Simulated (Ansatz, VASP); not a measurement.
## Na: VASP beside Ansatz

```
Na
1.0
    -2.09633    2.09633    2.11750
     2.09633   -2.09633    2.11750
     2.09633    2.09633   -2.11750
Na
1
Direct
  0.00000 0.00000 0.00000
```

Change from the starting cell: equal xx and yy strain of -1 %.

Alike in both runs: task single point; functional PBEsol; k mesh 12 × 12 × 12; occupations fermi-dirac, width 0.05 eV; no spin polarisation.

```csv
,VASP,Ansatz
version,VASP 6.6.1,Ansatz 0.2.0
potentials or method,"VASP PAW PBE potentials, release 64 (Na_pv), cutoff 520 eV","all-electron LAPW, scalar-relativistic"
```

```tsv
	VASP	Ansatz	Ansatz less VASP
pressure (GPa)	-0.2	-0.2	0.00
```

VASP's potentials were made for PBE, not for PBEsol. Ansatz ran all-electron here, and VASP with PAW potentials.
